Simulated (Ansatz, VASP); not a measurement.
# Co: VASP beside Ansatz

```xyz
2
Lattice="2.4937 0.0000 0.0000 -1.2469 2.1596 0.0000 0.0000 0.0000 4.0301" Properties=species:S:1:pos:R:3 pbc="T T T"
Co    0.0000    1.4397    1.0075
Co    1.2469    0.7199    3.0226
```

Alike in both runs: functional PBE; k mesh 20 × 20 × 12; occupations gaussian, width 0.05 eV; collinear spin.

Ansatz relaxed the structure, and its values are those at the end. VASP's run is a single point on that final structure, the one shown.

```csv
,VASP,Ansatz
version,VASP 6.6.1,Ansatz 0.2.0
potentials or method,"VASP PAW PBE potentials, release 64 (Co), cutoff 520 eV","scalar-relativistic, plane waves, PAW"
valence electrons in the cell,18,34
```

```csv
,VASP,Ansatz,Ansatz less VASP
gap on the k mesh at the Fermi level (eV),none,none,-
pressure (GPa),-0.8,0.0,+0.75
net moment per atom (μB),1.60,1.60,+0.008
size of the moment on the site where the two differ most (μB),1.62,1.68,+0.063
```

Site moments also hang on the region over which each program counts them. A gap of «none» marks a metal or a gap that the smearing closes. The functional is the same, so the differences come from potentials, cutoffs and numerics. VASP's potentials hold 18 valence electrons a cell and Ansatz's 34, so a difference there can come from the potentials and not from the codes.
